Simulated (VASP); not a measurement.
Input of a VASP 6.6.1 run:

The input INCAR:

```
SYSTEM = Sn
ALGO = Normal
EDIFF = 1E-6
ENCUT = 520
GGA = PE
ISIF = 2
ISMEAR = -1
LASPH = .True.
LCHARG = .False.
LREAL = .False.
LWAVE = .False.
NBANDS = 13
NELM = 80
PREC = Accurate
SIGMA = 0.08
```

File KPOINTS:

```
k-points
0
Gamma
  12 12 12
  0 0 0
```

Contents of POSCAR:

```
Sn
1.0
    2.7173768428      0.0000000000      0.0000000000
    0.0000000000      2.7173768428      0.0000000000
    0.0000000000      0.0000000000      2.7173768428
Sn
1
Direct
    0.0000000000      0.0000000000      0.0000000000
```

Potentials or basis: VASP PAW PBE potentials, release 64 (Sn_d).

The run is started by

```bash
$ cat potpaw_PBE.64/Sn_d/POTCAR > POTCAR
$ mpirun -np 1 vasp_std > vasp.out
```

Estimate the pressure.

45.1 GPa.

Predict the band gap on the k mesh.

zero (band 7 reaches 18.99 eV, above the bottom of band 8 at 8.84 eV).

Caveat: spin-orbit coupling is left out, which moves the levels of the heavy elements.
